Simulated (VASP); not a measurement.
Wanted: the native input for a VASP 6.6.1 run.

```
Task                               : single point
Functional                         : HSE06
Potentials or basis                : VASP PAW PBE potentials, release 64 (Sn_d, Se)
Cutoff                             : 520 eV
k mesh                             : 4 × 4 × 4
Occupations                        : fermi-dirac, width 0.02 eV
Spin                               : no spin polarisation
Dipole correction                  : no
Grid for exact exchange (PRECFOCK) : Normal
Further INCAR settings             : ALGO = Normal; EDIFF = 1e-07; NBANDS = 17
Share of exact exchange            : 0.25
Screening parameter                : 0.2079 1/Å
```

Crystal: SnSe.

```
Sn Se
1.0
     0.00000    3.36398    3.45582
     3.36398    0.00000    3.45582
     3.36398    3.36398    0.00000
Sn Se
1 1
Cartesian
  0.0000 0.0000 0.0000
  1.6820 1.6820 1.7279
```

This cell differs from its parent crystal: uniaxial z strain +2.7%.

One way to write it, as run:

POSCAR

```
SnSe
1.0
    0.0000000000      3.3639842963      3.4558210676
    3.3639842963      0.0000000000      3.4558210676
    3.3639842963      3.3639842963      0.0000000000
Sn Se
1 1
Direct
    0.0000000000      0.0000000000      0.0000000000
    0.2500000000      0.2500000000      0.2500000000
```

INCAR.step1

```
PREC     = Accurate       # precision mode
ENCUT    = 520            # plane-wave cutoff, eV
EDIFF    = 1E-5           # SCF threshold, eV
ISMEAR   = -1             # smearing method
SIGMA    = 0.02           # smearing width, eV
LREAL    = F              # projectors in reciprocal space
LASPH    = T              # aspherical terms in the spheres
NELM     = 80             # most SCF steps
ALGO     = Normal         # electronic algorithm
ISIF     = 2              # what is computed and relaxed
LWAVE    = T              # write WAVECAR
LCHARG   = F              # write CHGCAR
NBANDS   = 17             # bands
GGA      = PE             # functional
```

INCAR.step2

```
PREC     = Accurate       # precision mode
ENCUT    = 520            # plane-wave cutoff, eV
EDIFF    = 1E-7           # SCF threshold, eV
ISMEAR   = -1             # smearing method
SIGMA    = 0.02           # smearing width, eV
LREAL    = F              # projectors in reciprocal space
LASPH    = T              # aspherical terms in the spheres
NELM     = 80             # most SCF steps
ALGO     = Normal         # electronic algorithm
ISIF     = 2              # what is computed and relaxed
LWAVE    = F              # write WAVECAR
LCHARG   = F              # write CHGCAR
GGA      = PE             # functional
LHFCALC  = T              # exact exchange
HFSCREEN = 0.2079         # screening, 1/A
PRECFOCK = Normal       
NBANDS   = 17             # bands
ISTART   = 1
```

KPOINTS

```
regular mesh
0
Gamma
  4 4 4
```

Potentials or basis: VASP PAW PBE potentials, release 64 (Sn_d, Se).

Run with:

```sh
$ cat potpaw_PBE.64/Sn_d/POTCAR potpaw_PBE.64/Se/POTCAR > POTCAR
$ cp INCAR.step1 INCAR
$ mpirun -np 1 vasp_std > vasp.out
$ cp INCAR.step2 INCAR
$ mpirun -np 1 vasp_std > vasp.out
```

Results of the run:

* Pressure: -0.8 GPa
* Band gap on the k mesh: 0.36 eV (least direct gap 1.05 eV)

Caveat: the cell differs from its parent crystal (uniaxial z strain +2.7%); the PAW data sets were made with another functional, which shifts forces and pressure a little; spin-orbit coupling is left out, which moves the levels of the heavy elements.

It took 48 min on 1 thread of Oxide Virtual Turin-like Processor, with other jobs on the host, peak memory 0.3 GiB.
